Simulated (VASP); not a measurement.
Write the native input for VASP 6.6.1 that does the following.

```
Task                   : single point
Functional             : PBE
Dispersion             : D3(BJ)
Potentials or basis    : VASP PAW PBE potentials, release 64 (Bi_d)
Cutoff                 : 520 eV
k mesh                 : 9 × 9 × 9
Occupations            : fermi-dirac, width 0.05 eV
Spin                   : no spin polarisation
Dipole correction      : no
Further INCAR settings : ALGO = Normal; EDIFF = 1e-06; NBANDS = 14
```

The structure of Bi lies in POSCAR:

```
Bi
1.0
   -1.9615292768      1.9615292768      1.9615292768
    1.9615292768     -1.9615292768      1.9615292768
    1.9615292768      1.9615292768     -1.9615292768
Bi
1
Direct
    0.0000000000      0.0000000000      0.0000000000
```

These files were run (other wordings do the same):

INCAR

```
PREC     = Accurate       # precision mode
ENCUT    = 520            # plane-wave cutoff, eV
EDIFF    = 1E-6           # SCF threshold, eV
ISMEAR   = -1             # smearing method
SIGMA    = 0.05           # smearing width, eV
LREAL    = False          # projectors in reciprocal space
LASPH    = True           # aspherical terms in the spheres
NELM     = 60             # most SCF steps
ALGO     = Normal         # electronic algorithm
ISIF     = 2              # what is computed and relaxed
LWAVE    = False          # write WAVECAR
LCHARG   = False          # write CHGCAR
GGA      = PE             # functional
IVDW     = 12             # dispersion correction
NBANDS   = 14             # bands
```

KPOINTS

```
Automatic mesh
0
Gamma
  9 9 9
```

Potentials or basis: VASP PAW PBE potentials, release 64 (Bi_d).

The run is started by

```bash
$ cat potpaw_PBE.64/Bi_d/POTCAR > POTCAR
$ mpirun -np 1 vasp_std > vasp.out
```

It gave:

```yaml
Pressure: -0.1 GPa
Dispersion_energy_per_atom: -0.522 eV
```

Caveat: pairwise dispersion overbinds metals, which lowers pressure and volume.

Wall time 14 s on 1 thread of Intel(R) Xeon(R) Platinum 8488C (Sapphire Rapids) (shared host), peak memory 0.16 GiB.
